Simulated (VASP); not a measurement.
# MgO (P6_3mc) in VASP: further runs, part 3 of 3

VASP 6.6.1. Earlier steps stand in the parts before.

### Step 6. Single point, PBE

This run uses another cell than the first one, of 13.58 Å³/atom, 1.028 times its volume.

The input, INCAR:

```
SYSTEM = MgO
PREC     = Accurate       ! precision mode
ENCUT    = 520            ! plane-wave cutoff, eV
EDIFF    = 1E-6           ! SCF threshold, eV
ISMEAR   = 0              ! smearing method
SIGMA    = 0.05           ! smearing width, eV
LREAL    = .FALSE.        ! projectors in reciprocal space
LASPH    = .TRUE.         ! aspherical terms in the spheres
NELM     = 80             ! most SCF steps
ALGO     = Normal         ! electronic algorithm
ISIF     = 2              ! what is computed and relaxed
LWAVE    = .FALSE.        ! write WAVECAR
LCHARG   = .FALSE.        ! write CHGCAR
GGA      = PE             ! functional
NBANDS   = 16             ! bands
```

The input, KPOINTS:

```
regular mesh
0
G
  9 9 6
  0 0 0
```

The input, POSCAR:

```
MgO
1.0
    3.5474000000      0.0000000000      0.0000000000
   -1.7737000000      3.0721385174      0.0000000000
    0.0000000000      0.0000000000      4.9850000000
Mg O
2 2
Direct
    0.3333333333      0.6666666667      0.0063188013
    0.6666666667      0.3333333333      0.5063188013
    0.3333333333      0.6666666667      0.3982811987
    0.6666666667      0.3333333333      0.8982811987
```

Potentials or basis: VASP PAW PBE potentials, release 64 (Mg, O).

The run is started by

```sh
$ cat potpaw_PBE.64/Mg/POTCAR potpaw_PBE.64/O/POTCAR > POTCAR
$ mpirun -np 1 vasp_std > vasp.out
```

OUTCAR:

```text
SYSTEM = MgO
   PREC = Accurate
   ENCUT = 520
   EDIFF = 1E-6
   ISMEAR = 0
   LREAL = .FALSE.
   LASPH = .TRUE.
   NELM = 80
   ISIF = 2
   GGA = PE

 ion  position               nearest neighbor table
   1  0.333  0.667  0.006-   3 1.95   4 2.12   4 2.12   4 2.12   2 3.23   2 3.23   2 3.23   2 3.23
                             2 3.23   2 3.23
   2  0.667  0.333  0.506-   4 1.95   3 2.12   3 2.12   3 2.12   1 3.23   1 3.23   1 3.23   1 3.23
                             1 3.23   1 3.23
   3  0.333  0.667  0.398-   1 1.95   2 2.12   2 2.12   2 2.12
   4  0.667  0.333  0.898-   2 1.95   1 2.12   1 2.12   1 2.12

  LATTYP: Found a hexagonal cell.
 ALAT       =     3.5474000000
 C/A-ratio  =     1.4052545526

  Lattice vectors:

 A1 = (   3.5474000000,   0.0000000000,   0.0000000000)
 A2 = (  -1.7737000000,   3.0721385174,   0.0000000000)
 A3 = (   0.0000000000,   0.0000000000,   4.9850000000)

Analysis of symmetry for initial positions (statically):
=====================================================================
 Subroutine PRICEL returns:
 Original cell was already a primitive cell.

 Routine SETGRP: Setting up the symmetry group for a
 hexagonal supercell.

 Subroutine GETGRP returns: Found 12 space group operations
 (whereof  6 operations were pure point group operations)
[... 171 lines left out ...]
 E-fermi :   0.6637     XC(G=0):  -9.1487

 val. band max:        0.4443710709   @ k =   0.0000   0.0000   0.0000
 cond. band min:       3.1733515739   @ k =   0.0000   0.0000   0.0000
 fundamental gap:      2.7289805030
 Fermi energy:         0.6637108835

 k-point     1 :       0.0000    0.0000    0.0000
  band No.  band energies     occupation
      1     -15.4189      2.00000
      2     -14.7311      2.00000
      3      -2.3436      2.00000
      4      -0.3467      2.00000
      5      -0.3467      2.00000
      6       0.0692      2.00000
[... 433 lines left out ...]
      3      -1.9261      2.00000
      4      -1.5858      2.00000
      5      -1.5858      2.00000
      6      -0.6316      2.00000
[... 8 lines left out ...]
     15      13.1564      0.00000
     16      15.4805      0.00000

 [... further k-points ...]
[... 5 lines left out ...]
  --------------------------------------------------------------------------------------
  -------------------------------------------------------------------------------------
  Total       -4.9319254     -4.9319254     -0.1943100      0.0000000      0.0000000      0.0000000
  in kB     -145.4490762   -145.4490762     -5.7304613      0.0000000      0.0000000      0.0000000
  external PRESSURE =     -98.8762046 kB  Pullay stress =       0.0000000 kB

 VOLUME and BASIS-vectors are now :
 -----------------------------------------------------------------------------
  energy-cutoff  :      520.00
  volume of cell :       54.33
      direct lattice vectors                 reciprocal lattice vectors
     3.547400000  0.000000000  0.000000000     0.281896600  0.162753078  0.000000000
    -1.773700000  3.072138517  0.000000000     0.000000000  0.325506156  0.000000000
     0.000000000  0.000000000  4.985000000     0.000000000  0.000000000  0.200601805

 POSITION                                       TOTAL-FORCE (eV/Angst)
 -----------------------------------------------------------------------------------
     -0.00000      2.04809      0.03150        -0.000000     -0.000000     -0.668046
      1.77370      1.02405      2.52400         0.000000     -0.000000     -0.668046
     -0.00000      2.04809      1.98543        -0.000000      0.000000      0.668046
      1.77370      1.02405      4.47793         0.000000     -0.000000      0.668046
 -----------------------------------------------------------------------------------
    total drift:                               -0.000000      0.000000     -0.000276

  FREE ENERGIE OF THE ION-ELECTRON SYSTEM (eV)
  ---------------------------------------------------
  free  energy   TOTEN  =       -23.1745150862 eV

  energy  without entropy=      -23.1745150862  energy(sigma->0) =      -23.17451509
```

OSZICAR:

```text
N       E                     dE             d eps       ncg     rms          rms(c)
DAV:   1     0.627985383739E+02    0.62799E+02   -0.72119E+03  1536   0.865E+02
DAV:   2    -0.227528942235E+02   -0.85551E+02   -0.78567E+02  2144   0.190E+02
DAV:   3    -0.274247231658E+02   -0.46718E+01   -0.46595E+01  1736   0.474E+01
DAV:   4    -0.274456286020E+02   -0.20905E-01   -0.20905E-01  1896   0.373E+00
DAV:   5    -0.274457412921E+02   -0.11269E-03   -0.11269E-03  1736   0.265E-01    0.116E+01
DAV:   6    -0.232873838736E+02    0.41584E+01   -0.13223E+01  1568   0.263E+01    0.439E+00
DAV:   7    -0.231896223517E+02    0.97762E-01   -0.26921E-01  1536   0.410E+00    0.224E+00
DAV:   8    -0.231765362162E+02    0.13086E-01   -0.13735E-01  1584   0.383E+00    0.566E-01
DAV:   9    -0.231732171773E+02    0.33190E-02   -0.62373E-03  1888   0.717E-01    0.135E-01
DAV:  10    -0.231744795852E+02   -0.12624E-02   -0.12980E-03  1568   0.242E-01    0.352E-02
DAV:  11    -0.231745066302E+02   -0.27045E-04   -0.38045E-05  1776   0.467E-02    0.203E-02
DAV:  12    -0.231745140866E+02   -0.74564E-05   -0.99925E-06  1568   0.259E-02    0.100E-02
DAV:  13    -0.231745150862E+02   -0.99960E-06   -0.30441E-06  1624   0.145E-02
   1 F= -.23174515E+02 E0= -.23174515E+02  d E =-.255298E-12
```

Run time: 17 s. Hardware: 1 thread of Intel Xeon 6975P-C (Granite Rapids), shared host; peak memory 0.19 GiB.

Results:

```
Free energy            : -23.1745 eV
Pressure               : -9.9 GPa
Largest force          : 0.668 eV/Å
Band gap on the k mesh : 2.73 eV, direct
```

Forces on the atoms (eV/Å):
```
Mg   0.000  0.000 -0.668
Mg   0.000  0.000 -0.668
O    0.000  0.000  0.668
O    0.000  0.000  0.668
```

Stress tensor (GPa, compression positive):
```
-14.54   0.00   0.00
  0.00 -14.54   0.00
  0.00   0.00  -0.57
```

Levels at points of the mesh, in eV from the valence-band top:
| k point | band 6 | band 7 | band 8 | band 9 | band 10 | band 11 |
| --- | --- | --- | --- | --- | --- | --- |
| (0.00, 0.00, 0.00) | -0.38 | -0.38 | 0.00 | 2.73 | 7.41 | 9.70 |
| (0.00, 0.00, 0.50) | -0.59 | -0.59 | -0.59 | 5.15 | 5.15 | 12.53 |

A k mesh can miss the band edges. Expect the measured gap to be larger: semilocal functionals such as PBE lack the derivative discontinuity.

### Step 7. Overview

| cell | gap on the mesh (eV) | pressure (GPa) | largest force (eV/Å) |
| --- | --- | --- | --- |
| a = 3.547, b = 3.547, c = 4.848 Å, angles 90.0, 90.0, 120.0°, 4 atoms | 2.84 | -7.0 | 1.16 |
| a = 3.315, b = 3.315, c = 5.531 Å, angles 90.0, 90.0, 120.0°, 4 atoms | 3.10 | -6.8 | 0.37 |
| a = 3.393, b = 3.393, c = 5.395 Å, angles 90.0, 90.0, 120.0°, 4 atoms | 2.93 | -9.4 | 0.19 |
| a = 3.470, b = 3.470, c = 5.122 Å, angles 90.0, 90.0, 120.0°, 4 atoms | 2.86 | -9.2 | 0.26 |
| a = 3.547, b = 3.547, c = 4.985 Å, angles 90.0, 90.0, 120.0°, 4 atoms | 2.73 | -9.9 | 0.67 |

Alike in all rows: task single point; level PBE; potentials or basis VASP PAW PBE potentials, release 64 (Mg, O); no spin polarisation; k mesh 9 × 9 × 6; cutoff (eV) 520; smearing gaussian 0.05 eV.

Caveats: forces of over 1 eV/Å act on the atoms, so gaps and moduli don't describe the material at rest (some runs).

Total energies depend on the potentials used, so only differences within one code and one set of settings carry meaning.
